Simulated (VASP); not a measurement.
Here is a VASP 6.6.1 calculation.

POSCAR

```
MoP
1.0
    3.1627222540      0.0000000000      0.0000000000
   -1.5813611270      2.7389978171      0.0000000000
    0.0000000000      0.0000000000      3.1290824088
Mo P
1 1
Direct
    0.0000000000      0.0000000000      0.0000000000
    0.3333333333      0.6666666667      0.5000000000
```

Contents of INCAR.step1:

```
SYSTEM = MoP
PREC = Accurate
ENCUT = 550
ISMEAR = 0
SIGMA = 0.1
LREAL = .False.
LASPH = .True.
NELM = 120
GGA = PE
ALGO = Normal
EDIFF = 1E-5
LWAVE = .True.
LCHARG = .False.
GGA_COMPAT = .False.
IBRION = 2
ISIF = 3
EDIFFG = -0.005
NELMIN = 4
NSW = 100
```

File INCAR.step2:

```
SYSTEM = MoP
PREC = Accurate
ENCUT = 550
EDIFF = 1E-7
ISMEAR = 0
SIGMA = 0.1
LREAL = .False.
LASPH = .True.
NELM = 120
ALGO = Normal
ISIF = 4
LWAVE = .False.
LCHARG = .False.
METAGGA = R2SCAN
LMIXTAU = .True.
IBRION = 2
NSW = 50
EDIFFG = -0.01
ISTART = 1
GGA_COMPAT = .False.
NELMIN = 4
```

File KPOINTS:

```
Automatic mesh
0
Gamma
  15 15 14
  0 0 0
```

Potentials or basis: VASP PAW PBE potentials, release 64 (Mo_sv, P).

Launch:

```console
$ cat potpaw_PBE.64/Mo_sv/POTCAR potpaw_PBE.64/P/POTCAR > POTCAR
$ cp INCAR.step1 INCAR
$ mpirun -np 1 vasp_std > vasp.out
$ cp INCAR.step2 INCAR
$ mpirun -np 1 vasp_std > vasp.out
```

**Question.** Estimate the band gap on the k mesh.

**Answer.** Zero (an odd number of electrons rules out a gap without spin polarisation).

Final structure:
```
CELL_PARAMETERS angstrom
3.15610 0.00000 0.00000
-1.57805 2.73326 0.00000
0.00000 0.00000 3.14223
ATOMIC_POSITIONS crystal
Mo 0.00000 0.00000 0.00000
P 0.33333 0.66667 0.50000
```
